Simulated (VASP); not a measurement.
# Ga (Im-3m) in VASP: further runs

The runs below take Ga through single point, relaxation of cell and atoms, with PBEsol.

Everything below comes from runs of VASP 6.6.1. Logs are shortened: lines on timing, memory, paths and dates and some standing lists are left out, and cuts for length are marked.

## Step 1: The cell of the first run

Symmetry: Im-3m, No. 229, cubic system. The conventional cell has a = 3.300 Å, b = 3.300 Å, c = 3.300 Å, α = 90.00°, β = 90.00°, γ = 90.00°. Within 3.8 Å of Ga (site symmetry m-3m) lie 14 Ga at 2.86 to 3.30 Å.

## Step 2: Single point, PBEsol

The input, INCAR:

```
SYSTEM = Ga
PREC = Accurate
ENCUT = 520
EDIFF = 1E-7
ISMEAR = -1
SIGMA = 0.1
LREAL = .False.
LASPH = .True.
NELM = 100
ALGO = Normal
ISIF = 2
LWAVE = .False.
LCHARG = .True.
GGA = PS
LELF = .True.
LVHAR = .True.
NBANDS = 12
```

The input, KPOINTS:

```
regular mesh
0
Gamma
  18 18 18
  0 0 0
```

The input, POSCAR:

```
Ga
1.0
   -1.6499332340      1.6499332340      1.6499332340
    1.6499332340     -1.6499332340      1.6499332340
    1.6499332340      1.6499332340     -1.6499332340
Ga
1
Direct
    0.0000000000      0.0000000000      0.0000000000
```

Potentials or basis: VASP PAW PBE potentials, release 64 (Ga_d).

The run is started by

```bash
$ cat potpaw_PBE.64/Ga_d/POTCAR > POTCAR
$ mpirun -np 1 vasp_std > vasp.out
```

OUTCAR:

```text
SYSTEM = Ga
   PREC = Accurate
   ENCUT = 520
   EDIFF = 1E-7
   ISMEAR = -1
   LREAL = .False.
   LASPH = .True.
   NELM = 100
   ISIF = 2
   GGA = PS

 ion  position               nearest neighbor table
   1  0.000  0.000  0.000-

  LATTYP: Found a body centered cubic cell.
 ALAT       =     3.2998664680

  Lattice vectors:

 A1 = (  -1.6499332340,   1.6499332340,   1.6499332340)
 A2 = (   1.6499332340,  -1.6499332340,   1.6499332340)
 A3 = (   1.6499332340,   1.6499332340,  -1.6499332340)

Analysis of symmetry for initial positions (statically):
=====================================================================
 Subroutine PRICEL returns:
 Original cell was already a primitive cell.

 Routine SETGRP: Setting up the symmetry group for a
 body centered cubic supercell.

 Subroutine GETGRP returns: Found 48 space group operations
 (whereof 48 operations were pure point group operations)
 out of a pool of 48 trial point group operations.

The static configuration has the point symmetry O_h .

Analysis of symmetry for dynamics (positions and initial velocities):
=====================================================================
 Subroutine PRICEL returns:
 Original cell was already a primitive cell.

 Routine SETGRP: Setting up the symmetry group for a
 body centered cubic supercell.

 Subroutine GETGRP returns: Found 48 space group operations
 (whereof 48 operations were pure point group operations)
 out of a pool of 48 trial point group operations.

The dynamic configuration has the point symmetry O_h .

 Subroutine INISYM returns: Found 48 space group operations
 (whereof 48 operations are pure point group operations),
 and found     1 'primitive' translations

----------------------------------------------------------------------------------------

                                     Primitive cell

  volume of cell :      17.9663

  direct lattice vectors                    reciprocal lattice vectors
    -1.649933234  1.649933234  1.649933234     0.000000000  0.303042565  0.303042565
     1.649933234 -1.649933234  1.649933234     0.303042565  0.000000000  0.303042565
     1.649933234  1.649933234 -1.649933234     0.303042565  0.303042565  0.000000000

  length of vectors
     2.857768190  2.857768190  2.857768190     0.428566906  0.428566906  0.428566906

[... 76 lines left out ...]
   ENCUT  =  520.0 eV  38.22 Ry    6.18 a.u.   5.31  5.31  5.31*2*pi/ulx,y,z
   NELM   =    100;   NELMIN=  2; NELMDL= -5     # of ELM steps
   EDIFF  = 0.1E-06   stopping-criterion for ELM
   LREAL  =      F    real-space projection
   EDIFFG = 0.1E-05   stopping-criterion for IOM
   NSW    =      0    number of steps for IOM
   IBRION =     -1    ionic relax: 0-MD 1-quasi-New 2-CG
   NFREE  =      0    steps in history (QN), initial steepest desc. (CG)
   ISIF   =      2    stress and relaxation
   ISYM   =      2    0-nonsym 1-usesym 2-fastsym
   POTIM  = 0.5000    time-step for ionic-motion
   TEBEG  =    0.0;   TEEND  =   0.0 temperature during run
   PSTRESS=    0.0 pullay stress
   NELECT =      13.0000    total number of electrons
   NUPDOWN=      -1.0000    fix difference up-down
   EMIN   =  10.00;   EMAX   =-10.00  energy-range for DOS
   EFERMI =   0.00;   METHOD = LEGACY
   ISMEAR =    -1;   SIGMA  =   0.10  broadening in eV -4-tet -1-fermi 0-gaus
   EFERMI_NEDOS =   21; number of points for ismear=-14 and -15
   IALGO  =     38    algorithm
   IMIX   =      4    mixing-type and parameters
     AMIX     =   0.40;   BMIX     =  1.00
     AMIX_MAG =   1.60;   BMIX_MAG =  1.00
  volume/ion in A,a.u.               =      17.97       121.24
  Fermi-wavevector in a.u.,A,eV,Ry     =   1.469726  2.777379 29.389853  2.160093
  Thomas-Fermi vector in A             =   2.585068
   LORBIT       =      0    0 simple, 1 ext, 2 COOP (PROOUT), +10 PAW based schemes
   GGA     = PS    functional components
   LHFCALC =     F    Hartree Fock is set to
   AEXX    =    0.0000 exact exchange contribution
   IVDW    =     0    specifies the selected vdW correction
   LEPSILON=     F    determine dielectric tensor
   LRPA    =     F    only Hartree local field effects (RPA)
 non-spin polarized calculation
  energy-cutoff  :      520.00
  volume of cell :       17.97
 maximum number of plane-waves:       496
 NGX is ok and might be reduce to    24
   NGX = 11   NGY = 11   NGZ = 11

 number of electron      13.0000009 magnetization

 Free energy of the ion-electron system (eV)
  ---------------------------------------------------
  ext. energy  EPLUGINS =         0.00000000
  ---------------------------------------------------
  free energy    TOTEN  =        -3.32082143 eV

  energy without entropy =       -3.30826905  energy(sigma->0) =       -3.31454524

 E-fermi :   5.8800     XC(G=0): -11.4003

 val. band max:        5.8772815553   @ k =  -0.3333  -0.4444   0.1111
 cond. band min:       5.8874698779   @ k =  -0.3889   0.3889   0.1667
 fundamental gap:      0.0101883226
 Fermi energy:         5.8799680121

 k-point     1 :       0.0000    0.0000    0.0000
  band No.  band energies     occupation
      1      -9.0465      2.00000
      2      -9.0465      2.00000
      3      -9.0465      2.00000
      4      -8.8343      2.00000
      5      -8.8343      2.00000
      6      -5.5622      2.00000
      7      19.0278      0.00000
      8      19.0278      0.00000
      9      19.0278      0.00000
     10      23.5453      0.00000
     11      23.5453      0.00000
     12      23.5453      0.00000
[... 331 lines left out ...]
 k-point    24 :       0.3889    0.1111    0.0000
  band No.  band energies     occupation
      1      -9.1300      2.00000
      2      -9.0919      2.00000
      3      -8.8508      2.00000
      4      -8.8420      2.00000
      5      -8.7341      2.00000
      6       0.3611      2.00000
      7       3.5826      2.00000
      8      11.1305      0.00000
      9      14.1273      0.00000
     10      18.7329      0.00000
     11      21.1871      0.00000
     12      25.7640      0.00000

 [... further k-points ...]
[... 5 lines left out ...]
  --------------------------------------------------------------------------------------
  -------------------------------------------------------------------------------------
  Total        0.0056454      0.0056454      0.0056454     -0.0000000      0.0000000     -0.0000000
  in kB        0.5034349      0.5034349      0.5034349     -0.0000000      0.0000000     -0.0000000
  external PRESSURE =       0.5034349 kB  Pullay stress =       0.0000000 kB

 VOLUME and BASIS-vectors are now :
 -----------------------------------------------------------------------------
  energy-cutoff  :      520.00
  volume of cell :       17.97
      direct lattice vectors                 reciprocal lattice vectors
    -1.649933234  1.649933234  1.649933234     0.000000000  0.303042565  0.303042565
     1.649933234 -1.649933234  1.649933234     0.303042565  0.000000000  0.303042565
     1.649933234  1.649933234 -1.649933234     0.303042565  0.303042565  0.000000000

 POSITION                                       TOTAL-FORCE (eV/Angst)
 -----------------------------------------------------------------------------------
      0.00000      0.00000      0.00000         0.000000      0.000000     -0.000000
 -----------------------------------------------------------------------------------
    total drift:                               -0.000000      0.000000     -0.000000

  FREE ENERGIE OF THE ION-ELECTRON SYSTEM (eV)
  ---------------------------------------------------
  free  energy   TOTEN  =        -3.3208214299 eV

  energy  without entropy=       -3.3082690537  energy(sigma->0) =       -3.31454524
```

Run time: 27 s. Hardware: 1 thread of Intel Xeon Platinum 8259CL at 2.50GHz (Skylake/Cascade Lake), shared host; peak memory 0.17 GiB.

What came out:

```yaml
Free_energy: -3.3208 eV
Pressure: 0.1 GPa
```

Caveat: the PAW data sets were made with another functional, which shifts forces and pressure a little.

## Step 3: Relaxation of cell and atoms, PBEsol

This run uses another cell than the first one, of 19.00 Å³/atom, 1.058 times its volume.

The input, INCAR:

```
SYSTEM = Ga
ALGO = Normal ; EDIFF = 1E-6
EDIFFG = -0.005 ; ENCUT = 600
GGA = PS ; IBRION = 2
ISIF = 3 ; ISMEAR = -1
LASPH = .True. ; LCHARG = .False.
LREAL = .False. ; LWAVE = .False.
NELM = 80 ; NSW = 60
PREC = Accurate ; SIGMA = 0.1
```

The input, KPOINTS:

```
k-points
0
Gamma
  18 18 18
  0 0 0
```

The input, POSCAR:

```
Ga
1.0
   -1.6809877034      1.6809877034      1.6809877034
    1.6809877034     -1.6809877034      1.6809877034
    1.6809877034      1.6809877034     -1.6809877034
Ga
1
Direct
    0.0000000000      0.0000000000      0.0000000000
```

Potentials or basis: VASP PAW PBE potentials, release 64 (Ga_d).

The run is started by

```bash
$ cat potpaw_PBE.64/Ga_d/POTCAR > POTCAR
$ mpirun -np 1 vasp_std > vasp.out
```

OUTCAR:

```text
SYSTEM = Ga
   EDIFF = 1E-6
   EDIFFG = -0.005
   ENCUT = 600
   GGA = PS
   IBRION = 2
   ISIF = 3
   ISMEAR = -1
   LASPH = .True.
   LREAL = .False.
   NELM = 80
   NSW = 60
   PREC = Accurate

 ion  position               nearest neighbor table
   1  0.000  0.000  0.000-

  LATTYP: Found a body centered cubic cell.
 ALAT       =     3.3619754068

  Lattice vectors:

 A1 = (  -1.6809877034,   1.6809877034,   1.6809877034)
 A2 = (   1.6809877034,  -1.6809877034,   1.6809877034)
 A3 = (   1.6809877034,   1.6809877034,  -1.6809877034)

Analysis of symmetry for initial positions (statically):
=====================================================================
 Subroutine PRICEL returns:
 Original cell was already a primitive cell.

[... 387 lines left out ...]
 E-fermi :   5.8842     XC(G=0): -11.4025

 val. band max:        5.8809056746   @ k =  -0.3333  -0.4444   0.1111
 cond. band min:       5.8917929020   @ k =  -0.3889   0.3889   0.1667
 fundamental gap:      0.0108872274
 Fermi energy:         5.8841765580

 k-point     1 :       0.0000    0.0000    0.0000
  band No.  band energies     occupation
      1      -9.0437      2.00000
      2      -9.0437      2.00000
      3      -9.0437      2.00000
      4      -8.8312      2.00000
      5      -8.8312      2.00000
      6      -5.5616      2.00000
      7      19.0375      0.00000
      8      19.0375      0.00000
      9      19.0375      0.00000
     10      23.5542      0.00000
[... 287 lines left out ...]
 k-point    24 :       0.3889    0.1111    0.0000
  band No.  band energies     occupation
      1      -9.1272      2.00000
      2      -9.0892      2.00000
      3      -8.8478      2.00000
      4      -8.8390      2.00000
      5      -8.7309      2.00000
      6       0.3639      2.00000
      7       3.5861      2.00000
      8      11.1363      0.00000
      9      14.1338      0.00000
     10      18.7407      0.00000

 [... further k-points ...]
[... 5 lines left out ...]
  --------------------------------------------------------------------------------------
  -------------------------------------------------------------------------------------
  Total        0.0003017      0.0003017      0.0003017     -0.0000000      0.0000000      0.0000000
  in kB        0.0269181      0.0269181      0.0269181     -0.0000000      0.0000000      0.0000000
  external PRESSURE =       0.0269181 kB  Pullay stress =       0.0000000 kB
[... 16 lines left out ...]
  FREE ENERGIE OF THE ION-ELECTRON SYSTEM (eV)
  ---------------------------------------------------
  free  energy   TOTEN  =        -3.3211075317 eV

  energy  without entropy=       -3.3085599070  energy(sigma->0) =       -3.31483372

 reached required accuracy - stopping structural energy minimisation
```

OSZICAR:

```text
N       E                     dE             d eps       ncg     rms          rms(c)
DAV:   1     0.365713275980E+02    0.36571E+02   -0.75510E+03  4044   0.243E+03
DAV:   2    -0.200935654701E+01   -0.38581E+02   -0.37703E+02  4042   0.250E+02
[... 43 lines left out ...]
   6 F= -.33210945E+01 E0= -.33148287E+01  d E =-.981144E-02
       N       E                     dE             d eps       ncg     rms          rms(c)
DAV:   1    -0.332142056937E+01   -0.32611E-03   -0.40736E-03  4210   0.138E+00    0.102E-01
DAV:   2    -0.332117181737E+01    0.24875E-03   -0.45382E-04  4276   0.485E-01    0.457E-02
DAV:   3    -0.332111495189E+01    0.56865E-04   -0.63193E-05  4354   0.170E-01    0.106E-02
DAV:   4    -0.332110751286E+01    0.74390E-05   -0.58139E-06  4558   0.500E-02    0.320E-04
DAV:   5    -0.332110753171E+01   -0.18851E-07   -0.31334E-08  2144   0.238E-03
   7 F= -.33211075E+01 E0= -.33148337E+01  d E =-.130501E-04
```

CONTCAR:

```text
Ga
   1.00000000000000
    -1.6496908284782119    1.6496908284782119    1.6496908284782119
     1.6496908284782119   -1.6496908284782119    1.6496908284782119
     1.6496908284782119    1.6496908284782119   -1.6496908284782119
  Ga
     1
Direct
     0.0000000000000000    0.0000000000000000    1.0000000000000000

  0.00000000E+00  0.00000000E+00  0.00000000E+00
```

Run time: 87 s. Hardware: 1 thread of Intel Xeon Platinum 8259CL at 2.50GHz (Skylake/Cascade Lake), shared host; peak memory 0.18 GiB.

What came out:

* Free energy: -3.3211 eV
* Relaxed volume: 17.96 Å³/atom
* Relaxed cell: a = 2.857 Å, b = 2.857 Å, c = 2.857 Å, α = 109.47°, β = 109.47°, γ = 109.47°
* Space group after relaxing (to 0.05 Å): Im-3m (No. 229)
* Energy gained by relaxing: 9.8 meV/atom
* Ionic steps: 7
* Pressure after relaxing: 0.0 GPa

Step by step:
| step | energy change (eV) | largest force (eV/Å) | pressure (GPa) | volume (Å³) |
| --- | --- | --- | --- | --- |
| 1 | 0.0000 | 0.0000 | -2.89 | 19.00 |
| 2 | -0.0097 | 0.0000 | -0.61 | 18.07 |
| 3 | -0.0094 | 0.0000 | 1.00 | 17.76 |
| 4 | -0.0098 | 0.0000 | -0.21 | 17.95 |
| 5 | -0.0098 | 0.0000 | 0.28 | 17.90 |
| 6 | -0.0098 | 0.0000 | 0.09 | 17.93 |
| 7 | -0.0098 | 0.0000 | 0.00 | 17.96 |

Final structure:
```xyz
1
Lattice="-1.6497 1.6497 1.6497 1.6497 -1.6497 1.6497 1.6497 1.6497 -1.6497" Properties=species:S:1:pos:R:3 pbc="T T T"
Ga    1.6497    1.6497   -1.6497
```

Caveat: the PAW data sets were made with another functional, which shifts forces and pressure a little.
